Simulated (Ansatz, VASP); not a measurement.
# Two plane-wave programs on Be

```xyz
2
Lattice="3.7217 0.0000 0.0000 -1.8608 3.2231 0.0000 0.0000 0.0000 1.9864" Properties=species:S:1:pos:R:3 pbc="T T T"
Be    0.0000    2.1487    0.0000
Be    1.8608    1.0744    0.0000
```

Alike in both runs: functional r2SCAN; k mesh 18 × 18 × 28; occupations gaussian, width 0.1 eV; no spin polarisation.

Ansatz relaxed the structure, and its values are those at the end. VASP's run is a single point on that final structure, the one shown.

|  | VASP | Ansatz |
| --- | --- | --- |
| version | VASP 6.6.1 | Ansatz 0.2.0 |
| potentials or method | VASP PAW PBE potentials, release 64 (Be), cutoff 520 eV | scalar-relativistic, plane waves, PAW |
| valence electrons in the cell | 4 | 4 |

|  | VASP | Ansatz | Ansatz less VASP |
| --- | --- | --- | --- |
| gap on the k mesh at the Fermi level (eV) | none | none | - |
| pressure (GPa) | 0.1 | 0.0 | -0.13 |

VASP's potentials were made for PBE, not for r2SCAN. A gap of «none» marks a metal or a gap that the smearing closes. With one functional, cell and mesh, what is left measures potentials, basis and numerics.
